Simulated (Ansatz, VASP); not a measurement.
Ga in VASP and in Ansatz

INCAR

```
  PREC = Accurate
  ENCUT = 600
  EDIFF = 1E-6
  ISMEAR = -1
  SIGMA = 0.05
  LREAL = False
  LASPH = True
  NELM = 60
  ALGO = Normal
  ISIF = 3
  LWAVE = False
  LCHARG = False
  GGA = B5
  ALDAX = 1.0
  AGGAX = 1.0
  AGGAC = 1.0
  ALDAC = 0.0
  IVDW = 13
  VDW_S6 = 1.0
  VDW_S8 = 2.34076671
  VDW_A1 = 0.44488865
  VDW_A2 = 4.0933009
  IBRION = 2
  NSW = 80
  EDIFFG = -0.02
```

The input KPOINTS:

```
regular mesh
0
Gamma
  10 10 8
```

Contents of POSCAR:

```
Ga
1.0
    1.3830000000     -4.0265000000      0.0000000000
    1.3830000000      4.0265000000      0.0000000000
   -0.1174474948      0.0000000000      3.3299294416
Ga
2
Direct
    0.1310000000      0.8690000000      0.7500000000
    0.8690000000      0.1310000000      0.2500000000
```

input.yaml

```yaml
crystal:
  lattice:
    - [1.383, -4.0265, 0.0]
    - [1.383, 4.0265, 0.0]
    - [-0.1174474948, 0.0, 3.3299294416]
  atoms:
    - { symbol: Ga, position: [0.131, 0.869, 0.75] }
    - { symbol: Ga, position: [0.869, 0.131, 0.25] }
kpoints:
  mp_grid: { grid: [10, 10, 8] }
scf:
  occupations: { method: fermi_dirac, width: 0.05 }
hamiltonian:
  xc: blyp
  dispersion: d4
  pseudopotentials: { kind: all_electron, lapw: { basis_error: 0.001 } }
output:
  forces: true
  stress: true
relax:
  f_tol: 0.02
  max_steps: 60
  cell: {}
```

Alike in both runs: task relaxation of cell and atoms; functional BLYP; dispersion D4; k mesh 10 × 10 × 8; occupations fermi-dirac, width 0.05 eV; no spin polarisation.

|  | VASP | Ansatz |
| --- | --- | --- |
| version | VASP 6.6.1 | Ansatz 0.2.0 |
| potentials or method | VASP PAW PBE potentials, release 64 (Ga_d), cutoff 600 eV | all-electron LAPW, scalar-relativistic |

|  | VASP | Ansatz | Ansatz less VASP |
| --- | --- | --- | --- |
| relaxed volume (Å³/atom) | 18.30 | 18.32 | +0.020 |
| relaxed cell length with the largest relative difference (Å) | 3.267 | 3.198 | -0.0685 |

VASP's potentials were made for PBE, not for BLYP. Ansatz ran all-electron here, and VASP with PAW potentials.
